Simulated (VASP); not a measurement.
# MgB2 (P6/mmm) in VASP: further runs

MgB2 is run at these levels: PBE; tasks: single point, relaxation of cell and atoms.

All numbers are computed with VASP 6.6.1; they aren't measurements. Logs are shortened: lines on timing, memory, paths and dates and some standing lists are left out, and cuts for length are marked.

## 1. The cell of the first run

Symmetry: P6/mmm, No. 191, hexagonal system. The conventional cell has a = 3.080 Å, b = 3.080 Å, c = 3.512 Å, α = 90.00°, β = 90.00°, γ = 120.00°. Within 3.3 Å of Mg (site symmetry 6/mmm) lie 12 B at 2.50 Å and 6 Mg at 3.08 Å. B (site symmetry -6m2) has 3 B at 1.78 Å within 2.4 Å.

## 2. Single point, PBE

Contents of INCAR:

```
SYSTEM = MgB2
PREC     = Accurate       ! precision mode
ENCUT    = 520            ! plane-wave cutoff, eV
EDIFF    = 1E-6           ! SCF threshold, eV
ISMEAR   = -1             ! smearing method
SIGMA    = 0.05           ! smearing width, eV
LREAL    = .FALSE.        ! projectors in reciprocal space
LASPH    = .TRUE.         ! aspherical terms in the spheres
NELM     = 100            ! most SCF steps
ALGO     = Normal         ! electronic algorithm
ISIF     = 2              ! what is computed and relaxed
LWAVE    = .FALSE.        ! write WAVECAR
LCHARG   = .TRUE.         ! write CHGCAR
GGA      = PE             ! functional
LELF     = .TRUE.         ! ELF
LVHAR    = .TRUE.       
NBANDS   = 11             ! bands
```

Contents of KPOINTS:

```
Automatic mesh
0
G
  10 10 8
  0 0 0
```

Contents of POSCAR:

```
MgB2
1.0
    3.0798828021      0.0000000000      0.0000000000
   -1.5399414011      2.6672567473      0.0000000000
    0.0000000000      0.0000000000      3.5120605204
Mg B
1 2
Direct
    0.0000000000      0.0000000000      0.0000000000
    0.6666666667      0.3333333333      0.5000000000
    0.3333333333      0.6666666667      0.5000000000
```

Potentials or basis: VASP PAW PBE potentials, release 64 (Mg, B).

Run with:

```console
> cat potpaw_PBE.64/Mg/POTCAR potpaw_PBE.64/B/POTCAR > POTCAR
> mpirun -np 1 vasp_std > vasp.out
```

OUTCAR:

```text
SYSTEM = MgB2
   PREC = Accurate
   ENCUT = 520
   EDIFF = 1E-6
   ISMEAR = -1
   LREAL = .FALSE.
   LASPH = .TRUE.
   NELM = 100
   ISIF = 2
   GGA = PE

 ion  position               nearest neighbor table
   1  0.000  0.000  0.000-   2 2.50   3 2.50   2 2.50   3 2.50   2 2.50   2 2.50   3 2.50   3 2.50
                             2 2.50   2 2.50   3 2.50   3 2.50
   2  0.667  0.333  0.500-   3 1.78   3 1.78   3 1.78   1 2.50   1 2.50   1 2.50   1 2.50   1 2.50
                             1 2.50
   3  0.333  0.667  0.500-   2 1.78   2 1.78   2 1.78   1 2.50   1 2.50   1 2.50   1 2.50   1 2.50
                             1 2.50

  LATTYP: Found a hexagonal cell.
 ALAT       =     3.0798828021
 C/A-ratio  =     1.1403227805

  Lattice vectors:

 A1 = (   3.0798828021,   0.0000000000,   0.0000000000)
 A2 = (  -1.5399414011,   2.6672567473,   0.0000000000)
 A3 = (   0.0000000000,   0.0000000000,   3.5120605204)

Analysis of symmetry for initial positions (statically):
=====================================================================
 Subroutine PRICEL returns:
 Original cell was already a primitive cell.

 Routine SETGRP: Setting up the symmetry group for a
 hexagonal supercell.

 Subroutine GETGRP returns: Found 24 space group operations
 (whereof 24 operations were pure point group operations)
 out of a pool of 24 trial point group operations.

The static configuration has the point symmetry D_6h.

Analysis of symmetry for dynamics (positions and initial velocities):
=====================================================================
 Subroutine PRICEL returns:
 Original cell was already a primitive cell.

 Routine SETGRP: Setting up the symmetry group for a
 hexagonal supercell.

 Subroutine GETGRP returns: Found 24 space group operations
 (whereof 24 operations were pure point group operations)
 out of a pool of 24 trial point group operations.

The dynamic configuration has the point symmetry D_6h.

 Subroutine INISYM returns: Found 24 space group operations
 (whereof 24 operations are pure point group operations),
 and found     1 'primitive' translations

----------------------------------------------------------------------------------------

                                     Primitive cell

  volume of cell :      28.8510

  direct lattice vectors                    reciprocal lattice vectors
     3.079882802  0.000000000  0.000000000     0.324687679  0.187458519  0.000000000
    -1.539941401  2.667256747  0.000000000     0.000000000  0.374917038  0.000000000
     0.000000000  0.000000000  3.512060520     0.000000000  0.000000000  0.284733134

  length of vectors
     3.079882802  3.079882802  3.512060520     0.374917038  0.374917038  0.284733134

  position of ions in fractional coordinates (direct lattice)
     0.000000000  0.000000000  0.000000000
     0.666666667  0.333333333  0.500000000
     0.333333333  0.666666667  0.500000000

  ion indices of the primitive-cell ions
   primitive index   ion index
                 1           1
                 2           2
                 3           3

----------------------------------------------------------------------------------------

 KPOINTS: Automatic mesh

Automatic generation of k-mesh.
 Grid dimensions read from file:
 generate k-points for:   10   10    8

 Generating k-lattice:

  Cartesian coordinates                     Fractional coordinates (reciprocal lattice)
     0.032468768  0.018745852  0.000000000     0.100000000 -0.000000000  0.000000000
     0.000000000  0.037491704  0.000000000     0.000000000  0.100000000  0.000000000
     0.000000000  0.000000000  0.035591642     0.000000000  0.000000000  0.125000000

  Length of vectors
     0.037491704  0.037491704  0.035591642

  Shift w.r.t. Gamma in fractional coordinates (k-lattice)
     0.000000000  0.000000000  0.000000000

 Subroutine IBZKPT returns following result:
 ===========================================

 Found     70 irreducible k-points:

 Following reciprocal coordinates:
            Coordinates               Weight
  0.000000  0.000000  0.000000      1.000000
  0.100000  0.000000  0.000000      6.000000
  0.200000  0.000000  0.000000      6.000000
  0.300000 -0.000000  0.000000      6.000000
  0.400000  0.000000  0.000000      6.000000
  0.500000  0.000000  0.000000      3.000000
[... 16 lines left out ...]
  0.300000  0.100000  0.125000     24.000000
  0.400000  0.100000  0.125000     24.000000
 [... further k-points ...]
   k-points           NKPTS =     70   k-points in BZ     NKDIM =     70   number of bands    NBANDS=     11
   number of dos      NEDOS =    301   number of ions     NIONS =      3
   total plane-waves  NPLWV =  16128
   dimension x,y,z NGX =    24 NGY =   24 NGZ =   28
   dimension x,y,z NGXF=    48 NGYF=   48 NGZF=   56
   ions per type =               1   2
   NGX,Y,Z   is equivalent  to a cutoff of  12.95, 12.95, 13.25 a.u.
   NGXF,Y,Z  is equivalent  to a cutoff of  25.91, 25.91, 26.51 a.u.
 SYSTEM =  MgB2
   PREC   = accura    normal or accurate (medium, high low for compatibility)
   ISTART =      0    job   : 0-new  1-cont  2-samecut
   ICHARG =      2    charge: 1-file 2-atom 10-const
   ISPIN  =      1    spin polarized calculation?
   LNONCOLLINEAR =      F non collinear calculations
   LSORBIT =      F    spin-orbit coupling
   LASPH  =      T    aspherical Exc in radial PAW
   ENCUT  =  520.0 eV  38.22 Ry    6.18 a.u.   5.73  5.73  6.53*2*pi/ulx,y,z
   NELM   =    100;   NELMIN=  2; NELMDL= -5     # of ELM steps
   EDIFF  = 0.1E-05   stopping-criterion for ELM
   LREAL  =      F    real-space projection
   EDIFFG = 0.1E-04   stopping-criterion for IOM
   NSW    =      0    number of steps for IOM
   IBRION =     -1    ionic relax: 0-MD 1-quasi-New 2-CG
   NFREE  =      0    steps in history (QN), initial steepest desc. (CG)
   ISIF   =      2    stress and relaxation
   ISYM   =      2    0-nonsym 1-usesym 2-fastsym
   POTIM  = 0.5000    time-step for ionic-motion
   TEBEG  =    0.0;   TEEND  =   0.0 temperature during run
   PSTRESS=    0.0 pullay stress
   NELECT =       8.0000    total number of electrons
   NUPDOWN=      -1.0000    fix difference up-down
   EMIN   =  10.00;   EMAX   =-10.00  energy-range for DOS
   EFERMI =   0.00;   METHOD = LEGACY
   ISMEAR =    -1;   SIGMA  =   0.05  broadening in eV -4-tet -1-fermi 0-gaus
   EFERMI_NEDOS =   21; number of points for ismear=-14 and -15
   IALGO  =     38    algorithm
   IMIX   =      4    mixing-type and parameters
     AMIX     =   0.40;   BMIX     =  1.00
     AMIX_MAG =   1.60;   BMIX_MAG =  1.00
  volume/ion in A,a.u.               =       9.62        64.90
  Fermi-wavevector in a.u.,A,eV,Ry     =   1.067541  2.017360 15.505790  1.139643
  Thomas-Fermi vector in A             =   2.203161
   LORBIT       =      0    0 simple, 1 ext, 2 COOP (PROOUT), +10 PAW based schemes
   GGA     = PE    functional components
   LHFCALC =     F    Hartree Fock is set to
   AEXX    =    0.0000 exact exchange contribution
   IVDW    =     0    specifies the selected vdW correction
   LEPSILON=     F    determine dielectric tensor
   LRPA    =     F    only Hartree local field effects (RPA)
 non-spin polarized calculation
  energy-cutoff  :      520.00
  volume of cell :       28.85
 maximum number of plane-waves:       792
 NGX is ok and might be reduce to    24
   NGX = 11   NGY = 11   NGZ = 13

 number of electron       8.0000000 magnetization

 Free energy of the ion-electron system (eV)
  ---------------------------------------------------
  ext. energy  EPLUGINS =         0.00000000
  ---------------------------------------------------
  free energy    TOTEN  =       -15.32430753 eV

  energy without entropy =      -15.31821241  energy(sigma->0) =      -15.32125997

 E-fermi :   5.3534     XC(G=0): -10.9358

 val. band max:        5.3307032155   @ k =   0.1000   0.0000   0.1250
 cond. band min:       5.3731778686   @ k =   0.3000   0.2000   0.0000
 fundamental gap:      0.0424746531
 Fermi energy:         5.3533609824

 k-point     1 :       0.0000    0.0000    0.0000
  band No.  band energies     occupation
      1      -7.1381      2.00000
      2       2.3788      2.00000
      3       5.6764      0.00312
      4       5.6764      0.00312
      5       6.9991      0.00000
      6      11.6285      0.00000
      7      11.6285      0.00000
      8      13.4305      0.00000
      9      15.2908      0.00000
     10      18.0174      0.00000
     11      21.5078      0.00000

 k-point     2 :       0.1000    0.0000    0.0000
  band No.  band energies     occupation
      1      -6.9641      2.00000
      2       2.5484      2.00000
      3       4.8192      1.99995
      4       5.2810      1.61930
      5       7.1551      0.00000
      6      11.4883      0.00000
      7      12.3754      0.00000
      8      13.8205      0.00000
      9      14.6796      0.00000
     10      18.8678      0.00000
     11      20.7291      0.00000

 k-point     3 :       0.2000    0.0000    0.0000
  band No.  band energies     occupation
      1      -6.4449      2.00000
      2       2.9572      2.00000
      3       3.0515      2.00000
      4       4.4930      2.00000
      5       7.6274      0.00000
      6      10.9547      0.00000
      7      13.1217      0.00000
      8      14.1938      0.00000
      9      14.5577      0.00000
     10      19.6667      0.00000
     11      19.9546      0.00000

 k-point     4 :       0.3000   -0.0000    0.0000
  band No.  band energies     occupation
      1      -5.5900      2.00000
      2       0.8818      2.00000
      3       3.7707      2.00000
      4       3.8621      2.00000
      5       8.3411      0.00000
      6      10.4379      0.00000
      7      11.1755      0.00000
      8      14.3336      0.00000
      9      16.5155      0.00000
     10      18.7888      0.00000
     11      19.8506      0.00000

 k-point     5 :       0.4000    0.0000    0.0000
  band No.  band energies     occupation
      1      -4.4216      2.00000
      2      -1.0851      2.00000
      3       3.2972      2.00000
      4       4.8760      1.99986
      5       9.0071      0.00000
      6       9.3529      0.00000
      7      10.3466      0.00000
      8      13.2314      0.00000
      9      18.1513      0.00000
     10      18.6089      0.00000
     11      19.6783      0.00000
[... 211 lines left out ...]
 k-point    21 :       0.1000    0.1000    0.1250
  band No.  band energies     occupation
      1      -6.4865      2.00000
      2       1.9273      2.00000
      3       3.7574      2.00000
      4       4.4904      2.00000
      5       8.7443      0.00000
      6      11.8491      0.00000
      7      12.3322      0.00000
      8      13.2931      0.00000
      9      15.3839      0.00000
     10      18.1091      0.00000
     11      19.6697      0.00000

 k-point    22 :       0.2000    0.1000    0.1250
  band No.  band energies     occupation
      1      -5.8038      2.00000
      2       1.9986      2.00000
      3       2.6111      2.00000
      4       3.5036      2.00000
      5       9.3490      0.00000
      6      10.9081      0.00000
      7      11.7861      0.00000
      8      14.0603      0.00000
      9      16.3438      0.00000
     10      16.6927      0.00000
     11      19.7602      0.00000

 k-point    23 :       0.3000    0.1000    0.1250
  band No.  band energies     occupation
      1      -4.7970      2.00000
      2       0.0477      2.00000
      3       2.8144      2.00000
      4       3.6005      2.00000
      5       9.0321      0.00000
      6      10.2214      0.00000
      7      11.3803      0.00000
      8      14.4633      0.00000
      9      15.9178      0.00000
     10      17.3226      0.00000
     11      19.6051      0.00000

 k-point    24 :       0.4000    0.1000    0.1250
  band No.  band energies     occupation
      1      -3.5156      2.00000
      2      -1.7524      2.00000
      3       2.4823      2.00000
      4       4.6466      2.00000
      5       7.5333      0.00000
      6      10.5310      0.00000
      7      11.6919      0.00000
      8      13.6147      0.00000
      9      15.5162      0.00000
     10      18.7785      0.00000
     11      19.7056      0.00000

 [... further k-points ...]

------------------------ aborting loop because EDIFF is reached ----------------------------------------

  FORCE on cell =-STRESS in cart. coord.  units (eV):
  Direction    XX          YY          ZZ          XY          YZ          ZX
  --------------------------------------------------------------------------------------
  -------------------------------------------------------------------------------------
  Total       -0.0338626     -0.0338626     -0.0702255      0.0000000     -0.0000000     -0.0000000
  in kB       -1.8804836     -1.8804836     -3.8998210      0.0000000     -0.0000000     -0.0000000
  external PRESSURE =      -2.5535961 kB  Pullay stress =       0.0000000 kB

 VOLUME and BASIS-vectors are now :
 -----------------------------------------------------------------------------
  energy-cutoff  :      520.00
  volume of cell :       28.85
      direct lattice vectors                 reciprocal lattice vectors
     3.079882802  0.000000000  0.000000000     0.324687679  0.187458519  0.000000000
    -1.539941401  2.667256747  0.000000000     0.000000000  0.374917038  0.000000000
     0.000000000  0.000000000  3.512060520     0.000000000  0.000000000  0.284733134

 POSITION                                       TOTAL-FORCE (eV/Angst)
 -----------------------------------------------------------------------------------
      0.00000      0.00000      0.00000         0.000000      0.000000      0.000000
      1.53994      0.88909      1.75603         0.000000      0.000000      0.000000
     -0.00000      1.77817      1.75603        -0.000000      0.000000     -0.000000
 -----------------------------------------------------------------------------------
    total drift:                                0.000000     -0.000000      0.000000

  FREE ENERGIE OF THE ION-ELECTRON SYSTEM (eV)
  ---------------------------------------------------
  free  energy   TOTEN  =       -15.3243075285 eV

  energy  without entropy=      -15.3182124070  energy(sigma->0) =      -15.32125997
```

It took 13 s on 1 thread of Intel Xeon Platinum 8375C at 2.90GHz (Ice Lake), shared host; peak memory 0.15 GiB.

Results:

```yaml
Free_energy: -15.3243 eV
Pressure: -0.3 GPa
Band_gap_on_the_k_mesh: zero (band 4 reaches 6.44 eV, above the bottom of band 5 at 3.97 eV)
```

Levels at points of the mesh, in eV from the Fermi level:
```csv
k point,band 1,band 2,band 3,band 4,band 5,band 6,band 7,band 8,band 9
"(0.00, 0.00, 0.00)",-12.49,-2.97,0.32,0.32,1.65,6.28,6.28,8.08,9.94
"(0.50, 0.00, 0.00)",-8.60,-7.89,-2.22,0.18,3.06,3.83,5.33,7.12,12.59
"(0.00, 0.00, 0.50)",-11.20,-7.49,0.71,0.71,6.61,6.61,7.92,9.87,10.01
"(0.50, 0.00, 0.50)",-7.61,-6.97,-3.63,-1.92,-1.35,5.69,8.76,8.88,13.08
```

(Part 1 of 2 ends here.)
